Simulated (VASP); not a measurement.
Runs of VASP 6.6.1 on C. The structure is that of space group R-3m (No. 166), or close to it. The cells are those of the table. 

| task | cell | pressure (GPa) |
| --- | --- | --- |
| single point | a = 2.438, b = 2.438, c = 3.323 Å, angles 111.5, 111.5, 60.0°, 2 atoms | (a) |
| single point | a = 2.456, b = 2.456, c = 3.818 Å, angles 108.7, 108.7, 60.0°, 2 atoms | 0.0 |
| single point | a = 2.446, b = 2.446, c = 3.471 Å, angles 110.6, 110.6, 60.0°, 2 atoms | 5.0 |
| single point | a = 2.423, b = 2.423, c = 3.153 Å, angles 112.6, 112.6, 60.0°, 2 atoms | 20.1 |
| relaxation of cell and atoms | relaxed from a = 2.456, b = 2.456, c = 3.765 Å, angles 108.5, 108.5, 60.0°, 2 atoms | 0.0 |

Alike in all rows: level r2SCAN; potentials or basis VASP PAW PBE potentials, release 64 (C); no spin polarisation; k mesh 13 × 13 × 8; cutoff (eV) 660; smearing fermi-dirac 0.1 eV.

Question: Estimate the missing entries.

Answer: (a) 10.1.

Caveats: the PAW data sets were made with another functional, which shifts forces and pressure a little; the cell stands under pressure (at least some runs).
